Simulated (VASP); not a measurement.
Crystal: Al2Pt.

```
Pt Al
1.0
     0.00000    3.01296    3.01296
     3.01296    0.00000    3.01296
     3.01296    3.01296    0.00000
Pt Al
1 2
Cartesian
  0.0000 0.0000 0.0000
  4.5194 4.5194 4.5194
  1.5065 1.5065 1.5065
```

Program: VASP 6.6.1. Alike in all runs: task single point; no spin polarisation; cell as given; k mesh 8 × 8 × 8; cutoff (eV) 520; smearing fermi-dirac 0.05 eV.

Q: Order these runs on this cell by their pressure, lowest first.
A. level LDA; potentials or basis VASP PAW LDA potentials, release 64 (Pt, Al)
B. level PBE; potentials or basis VASP PAW PBE potentials, release 64 (Pt, Al)
C. level r2SCAN; potentials or basis VASP PAW PBE potentials, release 64 (Pt, Al)

A: A (-10.2 GPa), C (-7.8 GPa), B (-4.8 GPa).

Caveats: the PAW data sets were made with another functional, which shifts forces and pressure a little (some runs).
